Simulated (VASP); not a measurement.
# GaN (F-43m) in VASP: further runs, part 3 of 3

VASP 6.6.1.

## (4) Single point, r2SCAN

File POSCAR:

```
GaN
1.0
    0.0000000000      2.2489526566      2.2489526566
    2.2489526566      0.0000000000      2.2489526566
    2.2489526566      2.2489526566      0.0000000000
Ga N
1 1
Direct
    0.0000000000      0.0000000000      0.0000000000
    0.2500000000      0.2500000000      0.2500000000
```

File INCAR.step1:

```
SYSTEM = GaN
  PREC = Accurate
  ENCUT = 520
  ISMEAR = -1
  SIGMA = 0.02
  LREAL = .FALSE.
  LASPH = .TRUE.
  NELM = 100
  NBANDS = 16
  GGA = PE
  ALGO = Normal
  EDIFF = 1E-4
  LWAVE = .TRUE.
  LCHARG = .FALSE.
```

File INCAR.step2:

```
SYSTEM = GaN
  PREC = Accurate
  ENCUT = 520
  EDIFF = 1E-7
  ISMEAR = -1
  SIGMA = 0.02
  LREAL = .FALSE.
  LASPH = .TRUE.
  NELM = 100
  ALGO = Normal
  ISIF = 2
  LWAVE = .FALSE.
  LCHARG = .FALSE.
  METAGGA = R2SCAN
  LMIXTAU = .TRUE.
  NBANDS = 16
  ISTART = 1
```

File KPOINTS:

```
Automatic mesh
0
G
  8 8 8
  0 0 0
```

Potentials or basis: VASP PAW PBE potentials, release 64 (Ga_d, N).

Launch:

```
$ cat potpaw_PBE.64/Ga_d/POTCAR potpaw_PBE.64/N/POTCAR > POTCAR
$ cp INCAR.step1 INCAR
$ mpirun -np 1 vasp_std > vasp.out
$ cp INCAR.step2 INCAR
$ mpirun -np 1 vasp_std > vasp.out
```

OUTCAR:

```text
SYSTEM = GaN
   PREC = Accurate
   ENCUT = 520
   EDIFF = 1E-7
   ISMEAR = -1
   LREAL = .FALSE.
   LASPH = .TRUE.
   NELM = 100
   ISIF = 2
   METAGGA = R2SCAN
   ISTART = 1

 ion  position               nearest neighbor table
   1  0.000  0.000  0.000-   2 1.95   2 1.95   2 1.95   2 1.95
   2  0.250  0.250  0.250-   1 1.95   1 1.95   1 1.95   1 1.95

  LATTYP: Found a face centered cubic cell.
 ALAT       =     4.4979053132

  Lattice vectors:

 A1 = (   0.0000000000,   2.2489526566,   2.2489526566)
 A2 = (   2.2489526566,   0.0000000000,   2.2489526566)
 A3 = (   2.2489526566,   2.2489526566,   0.0000000000)

Analysis of symmetry for initial positions (statically):
[... 5 lines left out ...]
 face centered cubic supercell.

 Subroutine GETGRP returns: Found 24 space group operations
 (whereof 24 operations were pure point group operations)
 out of a pool of 48 trial point group operations.

The static configuration has the point symmetry T_d .

Analysis of symmetry for dynamics (positions and initial velocities):
[... 5 lines left out ...]
 face centered cubic supercell.

 Subroutine GETGRP returns: Found 24 space group operations
 (whereof 24 operations were pure point group operations)
 out of a pool of 48 trial point group operations.

The dynamic configuration has the point symmetry T_d .

 Subroutine INISYM returns: Found 24 space group operations
 (whereof 24 operations are pure point group operations),
 and found     1 'primitive' translations

----------------------------------------------------------------------------------------

                                     Primitive cell

  volume of cell :      22.7495

  direct lattice vectors                    reciprocal lattice vectors
     0.000000000  2.248952657  2.248952657    -0.222325712  0.222325712  0.222325712
     2.248952657  0.000000000  2.248952657     0.222325712 -0.222325712  0.222325712
     2.248952657  2.248952657  0.000000000     0.222325712  0.222325712 -0.222325712

  length of vectors
     3.180499348  3.180499348  3.180499348     0.385079429  0.385079429  0.385079429

  position of ions in fractional coordinates (direct lattice)
     0.000000000  0.000000000  0.000000000
     0.250000000  0.250000000  0.250000000

  ion indices of the primitive-cell ions
   primitive index   ion index
                 1           1
                 2           2

----------------------------------------------------------------------------------------

 KPOINTS: Automatic mesh

Automatic generation of k-mesh.
 Grid dimensions read from file:
 generate k-points for:    8    8    8

 Generating k-lattice:

  Cartesian coordinates                     Fractional coordinates (reciprocal lattice)
    -0.027790714  0.027790714  0.027790714     0.125000000  0.000000000  0.000000000
     0.027790714 -0.027790714  0.027790714     0.000000000  0.125000000  0.000000000
     0.027790714  0.027790714 -0.027790714     0.000000000  0.000000000  0.125000000

  Length of vectors
     0.048134929  0.048134929  0.048134929

  Shift w.r.t. Gamma in fractional coordinates (k-lattice)
     0.000000000  0.000000000  0.000000000

 Subroutine IBZKPT returns following result:
 ===========================================

 Found     29 irreducible k-points:

 Following reciprocal coordinates:
            Coordinates               Weight
  0.000000  0.000000  0.000000      1.000000
  0.125000  0.000000  0.000000      8.000000
  0.250000  0.000000  0.000000      8.000000
  0.375000  0.000000  0.000000      8.000000
  0.500000  0.000000  0.000000      4.000000
  0.125000  0.125000  0.000000      6.000000
[... 16 lines left out ...]
  0.500000  0.250000  0.125000     48.000000
 -0.375000  0.250000  0.125000     24.000000
 [... further k-points ...]
   k-points           NKPTS =     29   k-points in BZ     NKDIM =     29   number of bands    NBANDS=     16
   number of dos      NEDOS =    301   number of ions     NIONS =      2
   total plane-waves  NPLWV =  13824
   dimension x,y,z NGX =    24 NGY =   24 NGZ =   24
   dimension x,y,z NGXF=    48 NGYF=   48 NGZF=   48
   ions per type =               1   1
   NGX,Y,Z   is equivalent  to a cutoff of  12.54, 12.54, 12.54 a.u.
   NGXF,Y,Z  is equivalent  to a cutoff of  25.09, 25.09, 25.09 a.u.
 SYSTEM =  GaN
   PREC   = accura    normal or accurate (medium, high low for compatibility)
   ISTART =      1    job   : 0-new  1-cont  2-samecut
   ICHARG =      0    charge: 1-file 2-atom 10-const
   ISPIN  =      1    spin polarized calculation?
   LNONCOLLINEAR =      F non collinear calculations
   LSORBIT =      F    spin-orbit coupling
   LASPH  =      T    aspherical Exc in radial PAW
   ENCUT  =  520.0 eV  38.22 Ry    6.18 a.u.   5.91  5.91  5.91*2*pi/ulx,y,z
   NELM   =    100;   NELMIN=  2; NELMDL=  0     # of ELM steps
   EDIFF  = 0.1E-06   stopping-criterion for ELM
   LREAL  =      F    real-space projection
   EDIFFG = 0.1E-05   stopping-criterion for IOM
   NSW    =      0    number of steps for IOM
   IBRION =     -1    ionic relax: 0-MD 1-quasi-New 2-CG
   NFREE  =      0    steps in history (QN), initial steepest desc. (CG)
   ISIF   =      2    stress and relaxation
   ISYM   =      2    0-nonsym 1-usesym 2-fastsym
   POTIM  = 0.5000    time-step for ionic-motion
   TEBEG  =    0.0;   TEEND  =   0.0 temperature during run
   PSTRESS=    0.0 pullay stress
   NELECT =      18.0000    total number of electrons
   NUPDOWN=      -1.0000    fix difference up-down
   EMIN   =  10.00;   EMAX   =-10.00  energy-range for DOS
   EFERMI =   0.00;   METHOD = LEGACY
   ISMEAR =    -1;   SIGMA  =   0.02  broadening in eV -4-tet -1-fermi 0-gaus
   EFERMI_NEDOS =   21; number of points for ismear=-14 and -15
   IALGO  =     38    algorithm
   IMIX   =      4    mixing-type and parameters
     AMIX     =   0.40;   BMIX     =  1.00
     AMIX_MAG =   1.60;   BMIX_MAG =  1.00
  volume/ion in A,a.u.               =      11.37        76.76
  Fermi-wavevector in a.u.,A,eV,Ry     =   1.514172  2.861371 31.194327  2.292718
  Thomas-Fermi vector in A             =   2.623866
   LORBIT       =      0    0 simple, 1 ext, 2 COOP (PROOUT), +10 PAW based schemes
   METAGGA = R2SCAN    functional components
   LHFCALC =     F    Hartree Fock is set to
   AEXX    =    0.0000 exact exchange contribution
   IVDW    =     0    specifies the selected vdW correction
   LEPSILON=     F    determine dielectric tensor
   LRPA    =     F    only Hartree local field effects (RPA)
 non-spin polarized calculation
  energy-cutoff  :      520.00
  volume of cell :       22.75
 maximum number of plane-waves:       620
   NGX = 11   NGY = 11   NGZ = 11

 number of electron      18.0000009 magnetization

 Free energy of the ion-electron system (eV)
  ---------------------------------------------------
  ext. energy  EPLUGINS =         0.00000000
  ---------------------------------------------------
  free energy    TOTEN  =       -21.89604044 eV

  energy without entropy =      -21.89604044  energy(sigma->0) =      -21.89604044

 E-fermi :   5.5457     XC(G=0): -12.6704

 val. band max:        5.0829377321   @ k =   0.0000   0.0000   0.0000
 cond. band min:       7.2424978232   @ k =   0.0000   0.0000   0.0000
 fundamental gap:      2.1595600910
 Fermi energy:         5.5456728545

 k-point     1 :       0.0000    0.0000    0.0000
  band No.  band energies     occupation
      1     -11.7001      2.00000
      2      -8.7527      2.00000
      3      -8.7527      2.00000
      4      -8.7527      2.00000
      5      -8.3955      2.00000
      6      -8.3955      2.00000
[... 8 lines left out ...]
     15      24.8570      0.00000
     16      24.8570      0.00000

 k-point     2 :       0.1250    0.0000    0.0000
  band No.  band energies     occupation
      1     -11.5287      2.00000
      2      -8.7308      2.00000
      3      -8.7308      2.00000
      4      -8.6870      2.00000
      5      -8.3971      2.00000
      6      -8.3971      2.00000
[... 8 lines left out ...]
     15      23.1261      0.00000
     16      23.2507      0.00000

 k-point     3 :       0.2500    0.0000    0.0000
  band No.  band energies     occupation
      1     -11.1339      2.00000
      2      -8.6869      2.00000
      3      -8.6869      2.00000
      4      -8.3950      2.00000
      5      -8.3908      2.00000
      6      -8.3908      2.00000
[... 8 lines left out ...]
     15      22.7566      0.00000
     16      22.7566      0.00000
[... 362 lines left out ...]
 k-point    23 :       0.5000    0.2500    0.1250
  band No.  band energies     occupation
      1     -10.6571      2.00000
      2      -8.6282      2.00000
      3      -8.5849      2.00000
      4      -8.4469      2.00000
      5      -8.3605      2.00000
      6      -7.4017      2.00000
[... 8 lines left out ...]
     15      25.3274      0.00000
     16      27.2616      0.00000

 k-point    24 :      -0.3750    0.2500    0.1250
  band No.  band energies     occupation
      1     -10.5862      2.00000
      2      -8.6321      2.00000
      3      -8.5716      2.00000
      4      -8.4182      2.00000
      5      -8.3635      2.00000
      6      -6.9746      2.00000
[... 8 lines left out ...]
     15      24.8598      0.00000
     16      27.2310      0.00000

 [... further k-points ...]
[... 5 lines left out ...]
  --------------------------------------------------------------------------------------
  -------------------------------------------------------------------------------------
  Total        0.1556927      0.1556927      0.1556927     -0.0000000      0.0000000     -0.0000000
  in kB       10.9649822     10.9649822     10.9649822     -0.0000000      0.0000000     -0.0000000
  external PRESSURE =      10.9649822 kB  Pullay stress =       0.0000000 kB

 VOLUME and BASIS-vectors are now :
 -----------------------------------------------------------------------------
  energy-cutoff  :      520.00
  volume of cell :       22.75
      direct lattice vectors                 reciprocal lattice vectors
     0.000000000  2.248952657  2.248952657    -0.222325712  0.222325712  0.222325712
     2.248952657  0.000000000  2.248952657     0.222325712 -0.222325712  0.222325712
     2.248952657  2.248952657  0.000000000     0.222325712  0.222325712 -0.222325712

 POSITION                                       TOTAL-FORCE (eV/Angst)
 -----------------------------------------------------------------------------------
      0.00000      0.00000      0.00000        -0.000000      0.000000      0.000000
      1.12448      1.12448      1.12448         0.000000     -0.000000     -0.000000
 -----------------------------------------------------------------------------------
    total drift:                                0.000008      0.000008      0.000008

  FREE ENERGIE OF THE ION-ELECTRON SYSTEM (eV)
  ---------------------------------------------------
  free  energy   TOTEN  =       -21.8960404391 eV

  energy  without entropy=      -21.8960404391  energy(sigma->0) =      -21.89604044
```

It took 39 s on 1 thread of Intel Xeon Platinum 8259CL at 2.50GHz (Skylake/Cascade Lake), shared host; peak memory 0.15 GiB.

Results:

```
Free energy            : -21.8960 eV
Pressure               : 1.1 GPa
Band gap on the k mesh : 2.16 eV, direct
```

Caveat: the PAW data sets were made with another functional, which shifts forces and pressure a little.

## (5) Single point, r2SCAN

POSCAR is that of step 4.

File INCAR.step1:

```
PREC = Accurate ; ENCUT = 520
ISMEAR = 0 ; SIGMA = 0.01
LREAL = F ; LASPH = T
NELM = 60 ; NBANDS = 16
GGA = PE ; ALGO = Normal
EDIFF = 1E-4 ; LWAVE = T
LCHARG = F
```

File INCAR.step2:

```
PREC = Accurate ; ENCUT = 520
EDIFF = 1E-7 ; ISMEAR = 0
SIGMA = 0.01 ; LREAL = F
LASPH = T ; NELM = 60
ALGO = Normal ; ISIF = 2
LWAVE = F ; LCHARG = F
METAGGA = R2SCAN ; LMIXTAU = T
NBANDS = 16 ; ISTART = 1
```

File KPOINTS:

```
Automatic mesh
0
Gamma
  10 10 10
```

Launch:

```
$ cat potpaw_PBE.64/Ga_d/POTCAR potpaw_PBE.64/N/POTCAR > POTCAR
$ cp INCAR.step1 INCAR
$ mpirun -np 1 vasp_std > vasp.out
$ cp INCAR.step2 INCAR
$ mpirun -np 1 vasp_std > vasp.out
```

Run time: 60 s. Hardware: 1 thread of Intel Xeon Platinum 8259CL at 2.50GHz (Skylake/Cascade Lake), shared host; peak memory 0.15 GiB.

It converged, with:

```yaml
Free_energy: -21.8964 eV
Pressure: 1.1 GPa
Band_gap_on_the_k_mesh: 2.16 eV, direct
```

Levels at points of the mesh, in eV from the valence-band top:
```tsv
k point	band 7	band 8	band 9	band 10	band 11	band 12
(0.00, 0.00, 0.00)	0.00	0.00	0.00	2.16	11.04	11.04
(0.50, 0.00, 0.00)	-7.20	-1.00	-1.00	5.21	9.47	11.03
(0.50, 0.50, 0.00)	-6.24	-2.80	-2.80	3.77	7.28	12.63
```

Caveat: the PAW data sets were made with another functional, which shifts forces and pressure a little. r2SCAN opens gaps a little over a GGA but as a rule still falls short of measured ones.

## (6) Relaxation of cell and atoms, PBEsol

This run uses another cell than the first one, of 11.76 Å³/atom, 1.034 times its volume.

File INCAR:

```
SYSTEM = GaN
ALGO = Normal
EDIFF = 1E-6
EDIFFG = -0.005
ENCUT = 600
GGA = PS
IBRION = 2
ISIF = 3
ISMEAR = -1
LASPH = .TRUE.
LCHARG = .FALSE.
LREAL = .FALSE.
LWAVE = .FALSE.
NELM = 100
NSW = 80
PREC = Accurate
SIGMA = 0.02
```

File KPOINTS:

```
k-points
0
G
  8 8 8
  0 0 0
```

File POSCAR:

```
GaN
1.0
    0.0000000000      2.2741788551      2.2741788551
    2.2741788551      0.0000000000      2.2741788551
    2.2741788551      2.2741788551      0.0000000000
Ga N
1 1
Direct
    0.0000000000      0.0000000000      0.0000000000
    0.2500000000      0.2500000000      0.2500000000
```

Potentials or basis: VASP PAW PBE potentials, release 64 (Ga_d, N).

Launch:

```
$ cat potpaw_PBE.64/Ga_d/POTCAR potpaw_PBE.64/N/POTCAR > POTCAR
$ mpirun -np 1 vasp_std > vasp.out
```

It took 48 s on 1 thread of Intel Xeon Platinum 8259CL at 2.50GHz (Skylake/Cascade Lake), shared host; peak memory 0.17 GiB.

It converged, with:

```
Free energy                            : -13.1251 eV
Relaxed volume                         : 11.36 Å³/atom
Relaxed cell                           : a = 3.179 Å, b = 3.179 Å, c = 3.179 Å, α = 60.00°, β = 60.00°, γ = 60.00°
Space group after relaxing (to 0.05 Å) : F-43m (No. 216)
Energy gained by relaxing              : 8.2 meV/atom
Ionic steps                            : 7
Pressure after relaxing                : -0.1 GPa
Band gap on the k mesh                 : 1.73 eV, direct
```

Step by step:
```tsv
step	energy change (eV)	largest force (eV/Å)	pressure (GPa)	volume (Å³)
1	0.0000	0.0000	-6.21	23.52
2	-0.0031	0.0000	6.22	22.01
3	-0.0164	0.0000	0.33	22.71
4	-0.0163	0.0000	-0.42	22.75
5	-0.0164	0.0000	-0.17	22.73
6	-0.0164	0.0000	-0.20	22.72
7	-0.0164	0.0000	-0.06	22.72
```

Final structure:
```yaml
crystal:
  lattice:
    - [0.00000, 2.24805, 2.24805]
    - [2.24805, 0.00000, 2.24805]
    - [2.24805, 2.24805, 0.00000]
  atoms:
    - { symbol: Ga, position: [0.00000, 0.00000, 0.00000] }
    - { symbol: N, position: [0.25000, 0.25000, 0.25000] }
```

Levels at points of the mesh, in eV from the valence-band top:
| k point | band 6 | band 7 | band 8 | band 9 | band 10 | band 11 | band 12 | band 13 |
| --- | --- | --- | --- | --- | --- | --- | --- | --- |
| (0.00, 0.00, 0.00) | -13.08 | 0.00 | 0.00 | 0.00 | 1.73 | 10.25 | 10.25 | 10.25 |
| (0.50, 0.00, 0.00) | -11.83 | -7.16 | -0.99 | -0.99 | 4.61 | 8.67 | 10.30 | 10.30 |
| (0.50, 0.50, 0.00) | -11.40 | -6.21 | -2.76 | -2.76 | 3.23 | 6.60 | 11.63 | 13.95 |

Caveat: the PAW data sets were made with another functional, which shifts forces and pressure a little. Expect the measured gap to be larger: semilocal functionals such as PBEsol lack the derivative discontinuity.

## (7) The runs side by side

| task | level | potentials or basis | cell | k mesh | cutoff (eV) | smearing | gap on the mesh (eV) | pressure (GPa) |
| --- | --- | --- | --- | --- | --- | --- | --- | --- |
| single point | LDA | VASP PAW LDA potentials, release 64 (Ga_d, N) | a = 3.180 Å, angles 60.0°, 2 atoms | 10 × 10 × 10 | 520 | gaussian 0.01 eV | 1.79 | -4.4 |
| single point | PBE | VASP PAW PBE potentials, release 64 (Ga_d, N) | a = 3.216 Å, angles 60.0°, 2 atoms | 10 × 10 × 10 | 520 | fermi-dirac 0.02 eV | 1.55 | 0.1 |
| single point | r2SCAN | VASP PAW PBE potentials, release 64 (Ga_d, N) | a = 3.180 Å, angles 60.0°, 2 atoms | 8 × 8 × 8 | 520 | fermi-dirac 0.02 eV | 2.16 | 1.1 |
| single point | r2SCAN | VASP PAW PBE potentials, release 64 (Ga_d, N) | a = 3.180 Å, angles 60.0°, 2 atoms | 10 × 10 × 10 | 520 | gaussian 0.01 eV | 2.16 | 1.1 |
| relaxation of cell and atoms | PBEsol | VASP PAW PBE potentials, release 64 (Ga_d, N) | relaxed from a = 3.216 Å, angles 60.0°, 2 atoms | 8 × 8 × 8 | 600 | fermi-dirac 0.02 eV | 1.73 | -0.1 |

Alike in all rows: no spin polarisation.

Caveats: the PAW data sets were made with another functional, which shifts forces and pressure a little (some runs).

Total energies depend on the potentials used, so only differences within one code and one set of settings carry meaning.
